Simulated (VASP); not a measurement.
Crystal: BiCl4F.

```
Bi Cl F
1.0
     0.00000    4.43270    4.43270
     4.43270    0.00000    4.43270
     4.43270    4.43270    0.00000
Bi Cl F
1 4 1
Direct
  0.75000 0.75000 0.75000
  0.87606 0.37465 0.37465
  0.37465 0.37465 0.37465
  0.37465 0.87606 0.37465
  0.37465 0.37465 0.87606
  0.00000 0.00000 0.00000
```

* Program: VASP 6.6.1
* Task: relaxation of cell and atoms
* Functional: PBE
* Potentials or basis: VASP PAW PBE potentials, release 64 (Bi_d, Cl, F)
* Cutoff: 600 eV
* k mesh: 4 × 4 × 4
* Occupations: gaussian, width 0.1 eV
* Spin: no spin polarisation

At the start: pressure -6.5 GPa; volume 29.03 Å³/atom.

**Question.** Where does the relaxation end?

**Answer.** Over 6 steps the energy falls by 228.4 meV/atom and the volume is 20.97 Å³/atom (-27.8 %); space group F-43m (No. 216, to 0.05 Å).

Step by step:
```
step  energy change (eV)  largest force (eV/Å)  pressure (GPa)  volume (Å³)
   1              0.0000                0.0569           -6.45       174.19
   2             -1.0177                0.0036           -4.72       146.35
   3             -1.3586                0.0815           -1.06       128.98
   4             -1.3683                0.1065            0.32       124.96
   5             -1.3692                0.1006           -0.02       125.88
   6             -1.3704                0.0040           -0.01       125.82
```

Final structure:
```xyz
6
Lattice="0.0000 3.9771 3.9771 3.9771 0.0000 3.9771 3.9771 3.9771 0.0000" Properties=species:S:1:pos:R:3 pbc="T T T"
Bi    5.9657    5.9657    5.9657
Cl    2.9795    4.9748    4.9748
Cl    2.9795    2.9795    2.9795
Cl    4.9748    2.9795    4.9748
Cl    4.9748    4.9748    2.9795
F     0.0000    0.0000    0.0000
```

Caveat: the volume moved by over 15 % at a fixed basis, so the end points are rough.
